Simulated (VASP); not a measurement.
# Cs (P6_3/mmc) in VASP: notebook

The runs below take Cs through single point, with LDA.

Everything below comes from runs of VASP 6.6.1. Logs are shortened: lines on timing, memory, paths and dates and some standing lists are left out, and cuts for length are marked.

## 1. The cell of the first run

The structure is hexagonal, space group P6_3/mmc (No. 194). The conventional cell has a = 5.138 Å, b = 5.138 Å, c = 16.837 Å, α = 90.00°, β = 90.00°, γ = 120.00°.

## 2. Single point, LDA

INCAR reads:

```
PREC     = Accurate       # precision mode
ENCUT    = 520            # plane-wave cutoff, eV
EDIFF    = 1E-6           # SCF threshold, eV
ISMEAR   = -1             # smearing method
SIGMA    = 0.1            # smearing width, eV
LREAL    = F              # projectors in reciprocal space
LASPH    = T              # aspherical terms in the spheres
NELM     = 100            # most SCF steps
ALGO     = Normal         # electronic algorithm
ISIF     = 2              # what is computed and relaxed
LWAVE    = F              # write WAVECAR
LCHARG   = T              # write CHGCAR
GGA      = CA             # functional
LELF     = T              # ELF
LVHAR    = T            
NBANDS   = 26             # bands
```

KPOINTS reads:

```
regular mesh
0
Gamma
  7 7 2
```

POSCAR reads:

```
Cs
1.0
    5.1378900149      0.0000000000      0.0000000000
   -2.5689450074      4.4495432748      0.0000000000
    0.0000000000      0.0000000000     16.8367071397
Cs
4
Direct
    0.0000000000      1.0000000000      0.0000000000
    0.0000000000      1.0000000000      0.5000000000
    0.3333333333      0.6666666667      0.2500000000
    0.6666666667      0.3333333333      0.7500000000
```

Potentials or basis: VASP PAW LDA potentials, release 64 (Cs_sv).

Run with:

```bash
$ cat potpaw_LDA.64/Cs_sv/POTCAR > POTCAR
$ mpirun -np 1 vasp_std > vasp.out
```

OUTCAR:

```text
PREC = Accurate
   ENCUT = 520
   EDIFF = 1E-6
   ISMEAR = -1
   LREAL = F
   LASPH = T
   NELM = 100
   ISIF = 2
   GGA = CA

 ion  position               nearest neighbor table
   1  0.000  0.000  0.000-
   2  0.000  0.000  0.500-
   3  0.333  0.667  0.250-
   4  0.667  0.333  0.750-

  LATTYP: Found a hexagonal cell.
 ALAT       =     5.1378900149
 C/A-ratio  =     3.2769691626

  Lattice vectors:

 A1 = (   5.1378900149,   0.0000000000,   0.0000000000)
 A2 = (  -2.5689450074,   4.4495432748,   0.0000000000)
 A3 = (   0.0000000000,   0.0000000000,  16.8367071397)

Analysis of symmetry for initial positions (statically):
=====================================================================
 Subroutine PRICEL returns:
 Original cell was already a primitive cell.

 Routine SETGRP: Setting up the symmetry group for a
 hexagonal supercell.

 Subroutine GETGRP returns: Found 24 space group operations
 (whereof 12 operations were pure point group operations)
 out of a pool of 24 trial point group operations.

The static configuration has the point symmetry D_3d.
 The point group associated with its full space group is D_6h.

Analysis of symmetry for dynamics (positions and initial velocities):
=====================================================================
 Subroutine PRICEL returns:
 Original cell was already a primitive cell.

 Routine SETGRP: Setting up the symmetry group for a
 hexagonal supercell.

 Subroutine GETGRP returns: Found 24 space group operations
 (whereof 12 operations were pure point group operations)
 out of a pool of 24 trial point group operations.

The dynamic configuration has the point symmetry D_3d.
 The point group associated with its full space group is D_6h.

 Subroutine INISYM returns: Found 24 space group operations
 (whereof 12 operations are pure point group operations),
 and found     1 'primitive' translations

----------------------------------------------------------------------------------------

                                     Primitive cell

  volume of cell :     384.9084

  direct lattice vectors                    reciprocal lattice vectors
     5.137890015  0.000000000  0.000000000     0.194632426  0.112371084  0.000000000
    -2.568945007  4.449543275  0.000000000     0.000000000  0.224742168  0.000000000
     0.000000000  0.000000000 16.836707140     0.000000000  0.000000000  0.059394037

  length of vectors
     5.137890015  5.137890015 16.836707140     0.224742168  0.224742168  0.059394037

  position of ions in fractional coordinates (direct lattice)
     0.000000000  0.000000000  0.000000000
     0.000000000  0.000000000  0.500000000
     0.333333333  0.666666667  0.250000000
     0.666666667  0.333333333  0.750000000

  ion indices of the primitive-cell ions
   primitive index   ion index
                 1           1
                 2           2
                 3           3
                 4           4

----------------------------------------------------------------------------------------

 KPOINTS: regular mesh

Automatic generation of k-mesh.
 Grid dimensions read from file:
 generate k-points for:    7    7    2

 Generating k-lattice:

  Cartesian coordinates                     Fractional coordinates (reciprocal lattice)
     0.027804632  0.016053012  0.000000000     0.142857143  0.000000000  0.000000000
     0.000000000  0.032106024  0.000000000     0.000000000  0.142857143  0.000000000
     0.000000000  0.000000000  0.029697018     0.000000000  0.000000000  0.500000000

  Length of vectors
     0.032106024  0.032106024  0.029697018

  Shift w.r.t. Gamma in fractional coordinates (k-lattice)
     0.000000000  0.000000000  0.000000000

 Subroutine IBZKPT returns following result:
 ===========================================

 Found     16 irreducible k-points:

 Following reciprocal coordinates:
            Coordinates               Weight
  0.000000  0.000000  0.000000      1.000000
  0.142857 -0.000000  0.000000      6.000000
  0.285714  0.000000  0.000000      6.000000
  0.428571  0.000000  0.000000      6.000000
  0.142857  0.142857  0.000000      6.000000
  0.285714  0.142857  0.000000     12.000000
[... 8 lines left out ...]
  0.428571  0.142857  0.500000      6.000000
  0.285714  0.285714  0.500000      6.000000
   k-points           NKPTS =     16   k-points in BZ     NKDIM =     16   number of bands    NBANDS=     26
   number of dos      NEDOS =    301   number of ions     NIONS =      4
   total plane-waves  NPLWV = 201600
   dimension x,y,z NGX =    40 NGY =   40 NGZ =  126
   dimension x,y,z NGXF=    80 NGYF=   80 NGZF=  252
   ions per type =               4
   NGX,Y,Z   is equivalent  to a cutoff of  12.94, 12.94, 12.44 a.u.
   NGXF,Y,Z  is equivalent  to a cutoff of  25.89, 25.89, 24.88 a.u.
 SYSTEM =  unknown system
   PREC   = accura    normal or accurate (medium, high low for compatibility)
   ISTART =      0    job   : 0-new  1-cont  2-samecut
   ICHARG =      2    charge: 1-file 2-atom 10-const
   ISPIN  =      1    spin polarized calculation?
   LNONCOLLINEAR =      F non collinear calculations
   LSORBIT =      F    spin-orbit coupling
   LASPH  =      T    aspherical Exc in radial PAW
   ENCUT  =  520.0 eV  38.22 Ry    6.18 a.u.   9.55  9.55 31.31*2*pi/ulx,y,z
   NELM   =    100;   NELMIN=  2; NELMDL= -5     # of ELM steps
   EDIFF  = 0.1E-05   stopping-criterion for ELM
   LREAL  =      F    real-space projection
   EDIFFG = 0.1E-04   stopping-criterion for IOM
   NSW    =      0    number of steps for IOM
   IBRION =     -1    ionic relax: 0-MD 1-quasi-New 2-CG
   NFREE  =      0    steps in history (QN), initial steepest desc. (CG)
   ISIF   =      2    stress and relaxation
   ISYM   =      2    0-nonsym 1-usesym 2-fastsym
   POTIM  = 0.5000    time-step for ionic-motion
   TEBEG  =    0.0;   TEEND  =   0.0 temperature during run
   PSTRESS=    0.0 pullay stress
   NELECT =      36.0000    total number of electrons
   NUPDOWN=      -1.0000    fix difference up-down
   EMIN   =  10.00;   EMAX   =-10.00  energy-range for DOS
   EFERMI =   0.00;   METHOD = LEGACY
   ISMEAR =    -1;   SIGMA  =   0.10  broadening in eV -4-tet -1-fermi 0-gaus
   EFERMI_NEDOS =   21; number of points for ismear=-14 and -15
   IALGO  =     38    algorithm
   IMIX   =      4    mixing-type and parameters
     AMIX     =   0.40;   BMIX     =  1.00
     AMIX_MAG =   1.60;   BMIX_MAG =  1.00
  volume/ion in A,a.u.               =      96.23       649.37
  Fermi-wavevector in a.u.,A,eV,Ry     =   0.743116  1.404285  7.513425  0.552221
  Thomas-Fermi vector in A             =   1.838155
   LORBIT       =      0    0 simple, 1 ext, 2 COOP (PROOUT), +10 PAW based schemes
   GGA     = CA    functional components
   LHFCALC =     F    Hartree Fock is set to
   AEXX    =    0.0000 exact exchange contribution
   IVDW    =     0    specifies the selected vdW correction
   LEPSILON=     F    determine dielectric tensor
   LRPA    =     F    only Hartree local field effects (RPA)
 non-spin polarized calculation
  energy-cutoff  :      520.00
  volume of cell :      384.91
 maximum number of plane-waves:     10467
 NGX is ok and might be reduce to    40
   NGX = 19   NGY = 19   NGZ = 63

 number of electron      36.0000000 magnetization

 Free energy of the ion-electron system (eV)
  ---------------------------------------------------
  ext. energy  EPLUGINS =         0.00000000
  ---------------------------------------------------
  free energy    TOTEN  =        -4.06313176 eV

  energy without entropy =       -3.90634875  energy(sigma->0) =       -3.98474026

 E-fermi :   0.7637     XC(G=0):  -6.0196

 val. band max:        0.7542070819   @ k =   0.4286   0.0000   0.0000
 cond. band min:       0.7929740595   @ k =   0.4286   0.0000   0.0000
 fundamental gap:      0.0387669777
 Fermi energy:         0.7636835360

 k-point     1 :       0.0000    0.0000    0.0000
  band No.  band energies     occupation
      1     -22.9586      2.00000
      2     -22.9522      2.00000
      3     -22.9505      2.00000
      4     -22.9442      2.00000
      5      -9.9091      2.00000
      6      -9.7877      2.00000
[... 18 lines left out ...]
     25       3.1240      0.00000
     26       3.1945      0.00000

 k-point     2 :       0.1429   -0.0000    0.0000
  band No.  band energies     occupation
      1     -22.9561      2.00000
      2     -22.9504      2.00000
      3     -22.9487      2.00000
      4     -22.9430      2.00000
      5      -9.8929      2.00000
      6      -9.7936      2.00000
[... 18 lines left out ...]
     25       2.8364      0.00000
     26       2.8589      0.00000

 k-point     3 :       0.2857    0.0000    0.0000
  band No.  band energies     occupation
      1     -22.9503      2.00000
      2     -22.9463      2.00000
      3     -22.9446      2.00000
      4     -22.9405      2.00000
      5      -9.8569      2.00000
      6      -9.8405      2.00000
[... 18 lines left out ...]
     25       2.3811      0.00000
     26       2.4470      0.00000

 k-point     4 :       0.4286    0.0000    0.0000
  band No.  band energies     occupation
      1     -22.9450      2.00000
      2     -22.9430      2.00000
      3     -22.9413      2.00000
      4     -22.9392      2.00000
      5      -9.8990      2.00000
      6      -9.8931      2.00000
[... 18 lines left out ...]
     25       2.4334      0.00000
     26       2.4652      0.00000
[... 264 lines left out ...]
      1     -22.9454      2.00000
      2     -22.9454      2.00000
      3     -22.9403      2.00000
      4     -22.9403      2.00000
      5      -9.8614      2.00000
      6      -9.8614      2.00000
[... 18 lines left out ...]
     25       2.3768      0.00000
     26       2.3768      0.00000

 k-point    15 :       0.4286    0.1429    0.5000
  band No.  band energies     occupation
      1     -22.9428      2.00000
      2     -22.9428      2.00000
      3     -22.9396      2.00000
      4     -22.9396      2.00000
      5      -9.8839      2.00000
      6      -9.8839      2.00000
[... 18 lines left out ...]
     25       2.3244      0.00000
     26       2.3245      0.00000

 k-point    16 :       0.2857    0.2857    0.5000
  band No.  band energies     occupation
      1     -22.9420      2.00000
      2     -22.9420      2.00000
      3     -22.9395      2.00000
      4     -22.9395      2.00000
      5      -9.8576      2.00000
      6      -9.8576      2.00000
[... 18 lines left out ...]
     25       2.2627      0.00000
     26       2.2745      0.00000

------------------------ aborting loop because EDIFF is reached ----------------------------------------

  FORCE on cell =-STRESS in cart. coord.  units (eV):
  Direction    XX          YY          ZZ          XY          YZ          ZX
  --------------------------------------------------------------------------------------
  -------------------------------------------------------------------------------------
  Total       -0.0353246     -0.0353246     -0.0505333     -0.0000000      0.0000000      0.0000000
  in kB       -0.1470383     -0.1470383     -0.2103443     -0.0000000      0.0000000      0.0000000
  external PRESSURE =      -0.1681403 kB  Pullay stress =       0.0000000 kB

 VOLUME and BASIS-vectors are now :
 -----------------------------------------------------------------------------
  energy-cutoff  :      520.00
  volume of cell :      384.91
      direct lattice vectors                 reciprocal lattice vectors
     5.137890015  0.000000000  0.000000000     0.194632426  0.112371084  0.000000000
    -2.568945007  4.449543275  0.000000000     0.000000000  0.224742168  0.000000000
     0.000000000  0.000000000 16.836707140     0.000000000  0.000000000  0.059394037

 POSITION                                       TOTAL-FORCE (eV/Angst)
 -----------------------------------------------------------------------------------
      0.00000      0.00000      0.00000         0.000000      0.000000      0.000000
      0.00000      0.00000      8.41835         0.000000      0.000000      0.000000
     -0.00000      2.96636      4.20918         0.000000     -0.000000     -0.000000
      2.56895      1.48318     12.62753        -0.000000      0.000000      0.000000
 -----------------------------------------------------------------------------------
    total drift:                                0.000000      0.000000     -0.000000

  FREE ENERGIE OF THE ION-ELECTRON SYSTEM (eV)
  ---------------------------------------------------
  free  energy   TOTEN  =        -4.0631317581 eV

  energy  without entropy=       -3.9063487522  energy(sigma->0) =       -3.98474026
```

It took 3.4 min on 1 thread of Oxide Virtual Turin-like, shared host; peak memory 0.36 GiB.

What came out:

```
Free energy            : -4.0631 eV
Pressure               : 0.0 GPa
Band gap on the k mesh : zero (band 18 reaches 1.26 eV, above the bottom of band 19 at -0.38 eV)
```

Caveat: spin-orbit coupling is left out, which moves the levels of the heavy elements.

(Continued in part 2 of 2.)
